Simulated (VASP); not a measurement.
Crystal: Zr.

```xyz
6
Lattice="5.4549 3.1494 1.4271 -5.4549 3.1494 1.4271 0.0000 -6.2987 1.4271" Properties=species:S:1:pos:R:3 pbc="T T T"
Zr    1.2737    1.3936    1.6869
Zr   -1.8437    0.4063    1.6869
Zr    0.5700   -1.7999    1.6869
Zr   -1.2737   -1.3936    2.5945
Zr    1.8437   -0.4063    2.5945
Zr   -0.5700    1.7999    2.5945
```

* Program: VASP 6.6.1
* Task: relaxation of cell and atoms
* Functional: PBE
* Potentials or basis: VASP PAW PBE potentials, release 64 (Zr_sv)
* Cutoff: 600 eV
* k mesh: 6 × 6 × 6
* Occupations: gaussian, width 0.1 eV
* Spin: no spin polarisation

At the start: pressure 28.4 GPa; volume 24.52 Å³/atom.

How do energy, volume and symmetry change on relaxing?

Over 20 steps the energy falls by 2246.7 meV/atom and the volume is 24.78 Å³/atom (+1.1 %); space group R-3 (No. 148, to 0.1 Å) before and after.

Step by step:
| step | energy change (eV) | largest force (eV/Å) | pressure (GPa) | volume (Å³) |
| --- | --- | --- | --- | --- |
| 1 | 0.0000 | 10.6490 | 28.35 | 147.10 |
| 2 | -3.9912 | 0.5241 | -15.19 | 257.57 |
| 3 | -7.7108 | 1.6366 | -9.73 | 191.89 |
| 4 | -7.7183 | 1.6804 | -9.47 | 190.61 |
| 5 | -7.7179 | 1.8009 | -8.79 | 187.43 |
| 6 | -10.6826 | 1.8173 | -4.22 | 155.56 |
| 7 | -11.6917 | 1.1122 | 8.23 | 132.06 |
| 8 | -12.6725 | 0.6730 | 8.62 | 133.87 |
| 9 | -12.7318 | 0.8278 | 9.30 | 134.14 |
| 10 | -12.9979 | 0.3687 | -6.56 | 163.83 |
| 11 | -13.2578 | 0.4876 | -1.19 | 150.75 |
| 12 | -13.3613 | 0.3561 | -0.73 | 149.77 |
| 13 | -13.4129 | 0.2291 | -0.10 | 148.52 |
| 14 | -13.4142 | 0.2095 | 0.03 | 148.27 |
| 15 | -13.4434 | 0.1640 | 0.09 | 148.18 |
| 16 | -13.4779 | 0.0362 | 0.31 | 147.89 |
| 17 | -13.4780 | 0.0310 | 0.33 | 147.87 |
| 18 | -13.4764 | 0.0414 | -0.73 | 149.96 |
| 19 | -13.4790 | 0.0332 | -0.09 | 148.68 |
| 20 | -13.4799 | 0.0163 | -0.03 | 148.70 |

Final structure:
```yaml
crystal:
  lattice:
    - [6.32567, 3.65212, 1.07277]
    - [-6.32567, 3.65213, 1.07277]
    - [0.00000, -7.30425, 1.07277]
  atoms:
    - { symbol: Zr, position: [0.49300, 0.22529, 0.07788] }
    - { symbol: Zr, position: [0.07788, 0.49300, 0.22529] }
    - { symbol: Zr, position: [0.22529, 0.07788, 0.49300] }
    - { symbol: Zr, position: [0.50700, 0.77471, 0.92212] }
    - { symbol: Zr, position: [0.92212, 0.50700, 0.77471] }
    - { symbol: Zr, position: [0.77471, 0.92212, 0.50700] }
```
